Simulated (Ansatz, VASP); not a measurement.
# Two plane-wave programs on Ge

The input INCAR:

```
SYSTEM = Ge
  ALGO = Normal
  EDIFF = 1E-6
  ENCUT = 520
  GGA = CA
  ISIF = 2
  ISMEAR = 0
  LASPH = .True.
  LCHARG = .False.
  LREAL = .False.
  LWAVE = .False.
  NBANDS = 13
  NELM = 100
  PREC = Accurate
  SIGMA = 0.15
```

The input KPOINTS:

```
k-points
0
Gamma
  20 20 20
  0 0 0
```

POSCAR

```
Ge
1.0
    0.0000000000      2.0983605250      2.0983605250
    2.0983605250      0.0000000000      2.0983605250
    2.0983605250      2.0983605250      0.0000000000
Ge
1
Direct
    0.0000000000      0.0000000000      0.0000000000
```

Input for Ansatz:

```yaml
crystal:
  lattice:
    - [0.0, 2.098360525, 2.098360525]
    - [2.098360525, 0.0, 2.098360525]
    - [2.098360525, 2.098360525, 0.0]
  atoms:
    - { symbol: Ge, position: [0.0, 0.0, 0.0] }
basis:
  ecutwfc: 420
kpoints:
  mp_grid: { grid: [20, 20, 20] }
hamiltonian:
  xc: lda
scf:
  occupations: { method: gaussian, width: 0.15 }
output:
  forces: true
  stress: true
  eigenvalues: true
  write_density: true
  write_potential: true
  elf: true
  volumetric_format: npy
```

Alike in both runs: task single point; functional LDA; k mesh 20 × 20 × 20; occupations gaussian, width 0.15 eV; no spin polarisation.

|  | VASP | Ansatz |
| --- | --- | --- |
| version | VASP 6.6.1 | Ansatz 0.2.0 |
| potentials or method | VASP PAW LDA potentials, release 64 (Ge_d), cutoff 520 eV | scalar-relativistic, plane waves, PAW |
| valence electrons in the cell | 14 | 14 |

|  | VASP | Ansatz | Ansatz less VASP |
| --- | --- | --- | --- |
| gap on the k mesh at the Fermi level (eV) | none | none | - |
| pressure (GPa) | -1.2 | -1.3 | -0.14 |

LDA's correlation is that of Perdew and Zunger in VASP and of Perdew and Wang (1992) in Ansatz. A gap of «none» marks a metal or a gap that the smearing closes.
